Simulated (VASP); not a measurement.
A run of VASP 6.6.1 is set up as follows.

The input INCAR:

```
ALGO     = Normal         # electronic algorithm
EDIFF    = 1E-6           # SCF threshold, eV
ENCUT    = 520            # plane-wave cutoff, eV
GGA      = PS             # functional
ISIF     = 2              # what is computed and relaxed
ISMEAR   = -1             # smearing method
LASPH    = True           # aspherical terms in the spheres
LCHARG   = True           # write CHGCAR
LELF     = True           # ELF
LREAL    = False          # projectors in reciprocal space
LVHAR    = True         
LWAVE    = False          # write WAVECAR
NBANDS   = 11             # bands
NELM     = 100            # most SCF steps
PREC     = Accurate       # precision mode
SIGMA    = 0.05           # smearing width, eV
```

Contents of KPOINTS:

```
k-points
0
Gamma
  10 10 10
```

The input POSCAR:

```
BAs
1.0
    0.0000000000      2.3839378799      2.3839378799
    2.3839378799      0.0000000000      2.3839378799
    2.3839378799      2.3839378799      0.0000000000
As B
1 1
Direct
    0.7500000000      0.7500000000      0.7500000000
    0.0000000000      0.0000000000      0.0000000000
```

Potentials or basis: VASP PAW PBE potentials, release 64 (As, B).

Command:

```bash
$ cat potpaw_PBE.64/As/POTCAR potpaw_PBE.64/B/POTCAR > POTCAR
$ mpirun -np 1 vasp_std > vasp.out
```

(1) Predict the pressure.

(2) Estimate the band gap on the k mesh.

Answers

(1) 0.9 GPa.

(2) 1.07 eV (least direct gap 3.25 eV).

Caveat: the PAW data sets were made with another functional, which shifts forces and pressure a little.
